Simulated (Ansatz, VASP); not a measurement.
TaF4: VASP beside Ansatz

```
CELL_PARAMETERS angstrom
-2.42384 2.42384 2.42384
2.42384 -2.42384 2.42384
2.42384 2.42384 -2.42384
ATOMIC_POSITIONS crystal
Ta 0.00000 0.00000 0.00000
F 0.50000 0.50000 0.50000
F 0.00000 0.00000 0.50000
F 0.00000 0.50000 0.00000
F 0.50000 0.00000 0.00000
```

Alike in both runs: functional PBE; k mesh 3 × 3 × 3; occupations gaussian, width 0.15 eV; no spin polarisation.

Ansatz relaxed the structure, and its values are those at the end. VASP's run is a single point on that final structure, the one shown.

```csv
,VASP,Ansatz
version,VASP 6.6.1,Ansatz 0.2.0
potentials or method,"VASP PAW PBE potentials, release 64 (Ta_pv, F), cutoff 600 eV","scalar-relativistic, plane waves, PAW"
valence electrons in the cell,39,41
```

Ansatz gave:

| Quantity | Value |
| --- | --- |
| gap on the k mesh at the Fermi level (eV) | none |
| pressure (GPa) | 0.0 |

Question: Which values does VASP return?

Answer: gap on the k mesh at the Fermi level (eV): none; pressure (GPa): -0.1.

A gap of «none» marks a metal or a gap that the smearing closes. VASP's potentials hold 39 valence electrons a cell and Ansatz's 41, so a difference there can come from the potentials and not from the codes.

The k mesh is coarse, so the values compare programs but aren't converged. Spin-orbit coupling is off throughout.
